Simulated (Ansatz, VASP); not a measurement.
# Two plane-wave programs on Pt

The input INCAR:

```
  PREC = Accurate
  ENCUT = 520
  EDIFF = 1E-6
  ISMEAR = 0
  SIGMA = 0.15
  LREAL = False
  LASPH = True
  NELM = 80
  ALGO = Fast
  ISIF = 2
  LWAVE = False
  LCHARG = False
  GGA = PS
  NBANDS = 17
```

The input KPOINTS:

```
Automatic mesh
0
Gamma
  18 18 10
```

File POSCAR:

```
Pt
1.0
    2.9815188650      0.0000000000      0.0000000000
   -1.4907594325      2.5820710790      0.0000000000
    0.0000000000      0.0000000000      4.7921340000
Pt
2
Direct
    0.6666666667      0.3333333333      0.7500000000
    0.3333333333      0.6666666667      0.2500000000
```

Input for Ansatz:

```yaml
crystal:
  lattice:
    - [2.981518865, 0.0, 0.0]
    - [-1.4907594325, 2.582071079, 0.0]
    - [0.0, 0.0, 4.792134]
  atoms:
    - { symbol: Pt, position: [0.6666666667, 0.3333333333, 0.75] }
    - { symbol: Pt, position: [0.3333333333, 0.6666666667, 0.25] }
basis:
  ecutwfc: 420
kpoints:
  mp_grid: { grid: [18, 18, 10] }
hamiltonian:
  xc: pbesol
scf:
  occupations: { method: gaussian, width: 0.15 }
output:
  forces: true
  stress: true
  eigenvalues: true
  write_density: true
  write_potential: true
  elf: true
  volumetric_format: npy
```

Change from the starting cell: strain +0.080 along x and y, +0.000 along z, atoms carried along.

Alike in both runs: task single point; functional PBEsol; k mesh 18 × 18 × 10; occupations gaussian, width 0.15 eV; no spin polarisation.

|  | VASP | Ansatz |
| --- | --- | --- |
| version | VASP 6.6.1 | Ansatz 0.2.0 |
| potentials or method | VASP PAW PBE potentials, release 64 (Pt), cutoff 520 eV | scalar-relativistic, plane waves, PAW |
| valence electrons in the cell | 20 | 36 |

|  | VASP | Ansatz | Ansatz less VASP |
| --- | --- | --- | --- |
| gap on the k mesh at the Fermi level (eV) | none | none | - |
| pressure (GPa) | -32.4 | -32.2 | +0.20 |
| traceless stress, the component that is largest in VASP (GPa) | 2.79 | 2.83 | +0.041 |

VASP's potentials were made for PBE, not for PBEsol. A gap of «none» marks a metal or a gap that the smearing closes. Both programs put the cell under strong tension, so it lies far from rest at this level. With one functional, cell and mesh, what is left measures potentials, basis and numerics. VASP's potentials hold 20 valence electrons a cell and Ansatz's 36, so a difference there can come from the potentials and not from the codes.

Spin-orbit coupling is off throughout. Noted on VASP's run: the cell as given lies far from equilibrium.
